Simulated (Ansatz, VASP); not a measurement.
## ReSb: VASP beside Ansatz

```
Re Sb
1.0
     0.00000    2.42310    2.42310
     2.42310    0.00000    2.42310
     2.42310    2.42310    0.00000
Re Sb
1 1
Direct
  0.00000 0.00000 0.00000
  0.25000 0.25000 0.25000
```

Change from the starting cell: volume scaled by 0.52, LAPW.

Alike in both runs: task single point; functional PBE; k mesh 12 × 12 × 12; occupations fermi-dirac, width 0.08 eV; no spin polarisation.

|  | VASP | Ansatz |
| --- | --- | --- |
| version | VASP 6.6.1 | Ansatz 0.2.0 |
| potentials or method | VASP PAW PBE potentials, release 64 (Re, Sb), cutoff 520 eV | all-electron LAPW, scalar-relativistic |

|  | VASP | Ansatz | Ansatz less VASP |
| --- | --- | --- | --- |
| pressure (GPa) | 250.3 | 260.7 | +10.40 |

Both programs put the cell under a high pressure, so it lies far from rest at this level. Ansatz ran all-electron here, and VASP with PAW potentials.

Spin-orbit coupling is off throughout. Noted on VASP's run: the cell as given lies far from equilibrium.
